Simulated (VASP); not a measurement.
# Ge (P6/mmm) in VASP: a series of runs, part 2 of 3

VASP 6.6.1. Earlier steps stand in the parts before.

## 3. Single point, PBE

This run uses another cell than the first one, of 21.92 Å³/atom, 1.116 times its volume.

Input file INCAR:

```
SYSTEM = Ge
PREC = Accurate
ENCUT = 520
EDIFF = 1E-6
ISMEAR = 0
SIGMA = 0.1
LREAL = .False.
LASPH = .True.
NELM = 60
ALGO = Normal
ISIF = 2
LWAVE = .False.
LCHARG = .False.
GGA = PE
NBANDS = 21
```

Input file KPOINTS:

```
Automatic mesh
0
Gamma
  6 6 4
  0 0 0
```

Input file POSCAR:

```
Ge
1.0
    3.1334424900      0.0000000000      0.0000000000
   -1.5667212500      2.7136408000      0.0000000000
    0.0000000000      0.0000000000      5.1564892400
Ge
2
Direct
    0.0000000000      0.0000000000      0.7349418300
    0.0000000000      0.0000000000      0.2650581700
```

Potentials or basis: VASP PAW PBE potentials, release 64 (Ge_d).

Command:

```bash
cat potpaw_PBE.64/Ge_d/POTCAR > POTCAR
mpirun -np 1 vasp_std > vasp.out
```

OUTCAR:

```text
SYSTEM = Ge
   PREC = Accurate
   ENCUT = 520
   EDIFF = 1E-6
   ISMEAR = 0
   LREAL = .False.
   LASPH = .True.
   NELM = 60
   ISIF = 2
   GGA = PE

 ion  position               nearest neighbor table
   1  0.000  0.000  0.735-   2 2.42   2 2.73
   2  0.000  0.000  0.265-   1 2.42   1 2.73

  LATTYP: Found a hexagonal cell.
 ALAT       =     3.1334424900
 C/A-ratio  =     1.6456307261

  Lattice vectors:

 A1 = (   3.1334424900,   0.0000000000,   0.0000000000)
 A2 = (  -1.5667212500,   2.7136408000,   0.0000000000)
 A3 = (   0.0000000000,   0.0000000000,   5.1564892400)

Analysis of symmetry for initial positions (statically):
=====================================================================
 Subroutine PRICEL returns:
 Original cell was already a primitive cell.

 Routine SETGRP: Setting up the symmetry group for a
 hexagonal supercell.

 Subroutine GETGRP returns: Found 24 space group operations
 (whereof 24 operations were pure point group operations)
 out of a pool of 24 trial point group operations.

The static configuration has the point symmetry D_6h.

Analysis of symmetry for dynamics (positions and initial velocities):
=====================================================================
 Subroutine PRICEL returns:
 Original cell was already a primitive cell.

 Routine SETGRP: Setting up the symmetry group for a
 hexagonal supercell.

 Subroutine GETGRP returns: Found 24 space group operations
 (whereof 24 operations were pure point group operations)
 out of a pool of 24 trial point group operations.

The dynamic configuration has the point symmetry D_6h.

 Subroutine INISYM returns: Found 24 space group operations
 (whereof 24 operations are pure point group operations),
 and found     1 'primitive' translations

----------------------------------------------------------------------------------------

                                     Primitive cell

  volume of cell :      43.8458

  direct lattice vectors                    reciprocal lattice vectors
     3.133442490  0.000000000  0.000000000     0.319137818  0.184254306  0.000000000
    -1.566721250  2.713640800  0.000000000     0.000000000  0.368508610  0.000000000
     0.000000000  0.000000000  5.156489240     0.000000000  0.000000000  0.193930396

  length of vectors
     3.133442490  3.133442495  5.156489240     0.368508611  0.368508610  0.193930396

  position of ions in fractional coordinates (direct lattice)
     0.000000000  0.000000000  0.734941830
     0.000000000  0.000000000  0.265058170

  ion indices of the primitive-cell ions
   primitive index   ion index
                 1           1
                 2           2

----------------------------------------------------------------------------------------

 KPOINTS: Automatic mesh

Automatic generation of k-mesh.
 Grid dimensions read from file:
 generate k-points for:    6    6    4

 Generating k-lattice:

  Cartesian coordinates                     Fractional coordinates (reciprocal lattice)
     0.053189636  0.030709051  0.000000000     0.166666667  0.000000000  0.000000000
     0.000000000  0.061418102  0.000000000     0.000000000  0.166666667  0.000000000
     0.000000000  0.000000000  0.048482599     0.000000000  0.000000000  0.250000000

  Length of vectors
     0.061418102  0.061418102  0.048482599

  Shift w.r.t. Gamma in fractional coordinates (k-lattice)
     0.000000000  0.000000000  0.000000000

 Subroutine IBZKPT returns following result:
 ===========================================

 Found     21 irreducible k-points:

 Following reciprocal coordinates:
            Coordinates               Weight
  0.000000  0.000000  0.000000      1.000000
  0.166667 -0.000000  0.000000      6.000000
  0.333333  0.000000  0.000000      6.000000
  0.500000  0.000000  0.000000      3.000000
  0.166667  0.166667  0.000000      6.000000
  0.333333  0.166667  0.000000     12.000000
[... 13 lines left out ...]
  0.333333  0.166667  0.500000     12.000000
  0.333333  0.333333  0.500000      2.000000
   k-points           NKPTS =     21   k-points in BZ     NKDIM =     21   number of bands    NBANDS=     21
   number of dos      NEDOS =    301   number of ions     NIONS =      2
   total plane-waves  NPLWV =  23040
   dimension x,y,z NGX =    24 NGY =   24 NGZ =   40
   dimension x,y,z NGXF=    48 NGYF=   48 NGZF=   80
   ions per type =               2
   NGX,Y,Z   is equivalent  to a cutoff of  12.73, 12.73, 12.90 a.u.
   NGXF,Y,Z  is equivalent  to a cutoff of  25.47, 25.47, 25.79 a.u.
 SYSTEM =  Ge
   PREC   = accura    normal or accurate (medium, high low for compatibility)
   ISTART =      0    job   : 0-new  1-cont  2-samecut
   ICHARG =      2    charge: 1-file 2-atom 10-const
   ISPIN  =      1    spin polarized calculation?
   LNONCOLLINEAR =      F non collinear calculations
   LSORBIT =      F    spin-orbit coupling
   LASPH  =      T    aspherical Exc in radial PAW
   ENCUT  =  520.0 eV  38.22 Ry    6.18 a.u.   5.83  5.83  9.59*2*pi/ulx,y,z
   NELM   =     60;   NELMIN=  2; NELMDL= -5     # of ELM steps
   EDIFF  = 0.1E-05   stopping-criterion for ELM
   LREAL  =      F    real-space projection
   EDIFFG = 0.1E-04   stopping-criterion for IOM
   NSW    =      0    number of steps for IOM
   IBRION =     -1    ionic relax: 0-MD 1-quasi-New 2-CG
   NFREE  =      0    steps in history (QN), initial steepest desc. (CG)
   ISIF   =      2    stress and relaxation
   ISYM   =      2    0-nonsym 1-usesym 2-fastsym
   POTIM  = 0.5000    time-step for ionic-motion
   TEBEG  =    0.0;   TEEND  =   0.0 temperature during run
   PSTRESS=    0.0 pullay stress
   NELECT =      28.0000    total number of electrons
   NUPDOWN=      -1.0000    fix difference up-down
   EMIN   =  10.00;   EMAX   =-10.00  energy-range for DOS
   EFERMI =   0.00;   METHOD = LEGACY
   ISMEAR =     0;   SIGMA  =   0.10  broadening in eV -4-tet -1-fermi 0-gaus
   EFERMI_NEDOS =   21; number of points for ismear=-14 and -15
   IALGO  =     38    algorithm
   IMIX   =      4    mixing-type and parameters
     AMIX     =   0.40;   BMIX     =  1.00
     AMIX_MAG =   1.60;   BMIX_MAG =  1.00
  volume/ion in A,a.u.               =      21.92       147.94
  Fermi-wavevector in a.u.,A,eV,Ry     =   1.409780  2.664098 27.041314  1.987481
  Thomas-Fermi vector in A             =   2.531801
   LORBIT       =      0    0 simple, 1 ext, 2 COOP (PROOUT), +10 PAW based schemes
   GGA     = PE    functional components
   LHFCALC =     F    Hartree Fock is set to
   AEXX    =    0.0000 exact exchange contribution
   IVDW    =     0    specifies the selected vdW correction
   LEPSILON=     F    determine dielectric tensor
   LRPA    =     F    only Hartree local field effects (RPA)
 non-spin polarized calculation
 Gauss-broadening in eV      SIGMA  =   0.10
  energy-cutoff  :      520.00
  volume of cell :       43.85
 maximum number of plane-waves:      1192
 NGX is ok and might be reduce to    24
   NGX = 11   NGY = 11   NGZ = 19

 number of electron      28.0000003 magnetization

 Free energy of the ion-electron system (eV)
  ---------------------------------------------------
  ext. energy  EPLUGINS =         0.00000000
  ---------------------------------------------------
  free energy    TOTEN  =        -8.05541480 eV

  energy without entropy =       -8.04357284  energy(sigma->0) =       -8.04949382

 E-fermi :   5.2163     XC(G=0): -10.4834

 val. band max:        5.1214758063   @ k =   0.1667   0.1667   0.5000
 cond. band min:       5.2178326059   @ k =   0.3333   0.1667   0.2500
 fundamental gap:      0.0963567996
 Fermi energy:         5.2162864426

 k-point     1 :       0.0000    0.0000    0.0000
  band No.  band energies     occupation
      1     -19.7656      2.00000
      2     -19.6009      2.00000
      3     -19.6009      2.00000
      4     -19.5983      2.00000
      5     -19.5983      2.00000
      6     -19.5813      2.00000
[... 13 lines left out ...]
     20      16.9742      0.00000
     21      16.9742      0.00000

 k-point     2 :       0.1667   -0.0000    0.0000
  band No.  band energies     occupation
      1     -19.7596      2.00000
      2     -19.6102      2.00000
      3     -19.6030      2.00000
      4     -19.6002      2.00000
      5     -19.5839      2.00000
      6     -19.5831      2.00000
[... 448 lines left out ...]
 k-point    21 :       0.3333    0.3333    0.5000
  band No.  band energies     occupation
      1     -19.6421      2.00000
      2     -19.5924      2.00000
      3     -19.5924      2.00000
      4     -19.5666      2.00000
      5     -19.5666      2.00000
      6     -19.5596      2.00000
[... 13 lines left out ...]
     20      15.7928      0.00000
     21      15.8451      0.00000

------------------------ aborting loop because EDIFF is reached ----------------------------------------

  FORCE on cell =-STRESS in cart. coord.  units (eV):
  Direction    XX          YY          ZZ          XY          YZ          ZX
  --------------------------------------------------------------------------------------
  -------------------------------------------------------------------------------------
  Total       -1.9976736     -1.9976736      0.5433379      0.0000000      0.0000000      0.0000000
  in kB      -72.9973200    -72.9973201     19.8541975      0.0000001      0.0000000      0.0000000
  external PRESSURE =     -42.0468142 kB  Pullay stress =       0.0000000 kB

 VOLUME and BASIS-vectors are now :
 -----------------------------------------------------------------------------
  energy-cutoff  :      520.00
  volume of cell :       43.85
      direct lattice vectors                 reciprocal lattice vectors
     3.133442490  0.000000000  0.000000000     0.319137818  0.184254306  0.000000000
    -1.566721250  2.713640800  0.000000000     0.000000000  0.368508610  0.000000000
     0.000000000  0.000000000  5.156489240     0.000000000  0.000000000  0.193930396

 POSITION                                       TOTAL-FORCE (eV/Angst)
 -----------------------------------------------------------------------------------
      0.00000      0.00000      3.78972        -0.000000      0.000000      1.231844
      0.00000      0.00000      1.36677         0.000000     -0.000000     -1.231844
 -----------------------------------------------------------------------------------
    total drift:                                0.000000      0.000000      0.000000

  FREE ENERGIE OF THE ION-ELECTRON SYSTEM (eV)
  ---------------------------------------------------
  free  energy   TOTEN  =        -8.0554148038 eV

  energy  without entropy=       -8.0435728369  energy(sigma->0) =       -8.04949382
```

OSZICAR:

```text
N       E                     dE             d eps       ncg     rms          rms(c)
DAV:   1     0.179127724819E+03    0.17913E+03   -0.14477E+04   980   0.364E+03
DAV:   2     0.172296456074E+02   -0.16190E+03   -0.15726E+03   892   0.583E+02
DAV:   3    -0.731211205771E+01   -0.24542E+02   -0.24307E+02  1040   0.137E+02
DAV:   4    -0.807476809650E+01   -0.76266E+00   -0.76141E+00   985   0.273E+01
DAV:   5    -0.808701690756E+01   -0.12249E-01   -0.12248E-01  1007   0.389E+00    0.184E+00
DAV:   6    -0.806349194648E+01    0.23525E-01   -0.25799E-02  1158   0.232E+00    0.103E+00
DAV:   7    -0.805545651454E+01    0.80354E-02   -0.25873E-02  1166   0.180E+00    0.120E-01
DAV:   8    -0.805538549488E+01    0.71020E-04   -0.32659E-03  1018   0.734E-01    0.483E-02
DAV:   9    -0.805541291025E+01   -0.27415E-04   -0.17500E-04   987   0.961E-02    0.197E-02
DAV:  10    -0.805541391381E+01   -0.10036E-05   -0.10412E-05  1174   0.408E-02    0.616E-03
DAV:  11    -0.805541480380E+01   -0.88999E-06   -0.10624E-06   740   0.957E-03
   1 F= -.80554148E+01 E0= -.80494938E+01  d E =-.118420E-01
```

stdout:

```text
POSCAR found type information on POSCAR Ge
 POSCAR found :  1 types and       2 ions
 scaLAPACK will be used
 LDA part: xc-table for (Slater+PW92), standard interpolation
 POSCAR, INCAR and KPOINTS ok, starting setup
 FFT: planning ... GRIDC
 FFT: planning ... GRID_SOFT
 FFT: planning ... GRID
 WAVECAR not read
 entering main loop
```

It took 8.8 s on 1 thread of AMD EPYC 9R45 (Zen 5), shared host; peak memory 0.13 GiB.

Results:

- Free energy: -8.0554 eV
- Pressure: -4.2 GPa
- Largest force: 1.232 eV/Å
- Band gap on the k mesh: zero (band 14 reaches 10.62 eV, above the bottom of band 15 at 3.23 eV)

Forces on the atoms (eV/Å):
```
Ge   0.000  0.000  1.232
Ge   0.000  0.000 -1.232
```

Caveat: the k points lie up to 0.39 Å⁻¹ apart; forces of over 1 eV/Å act on the atoms, so gaps and moduli don't describe the material at rest.

(Part 2 of 3 ends here.)
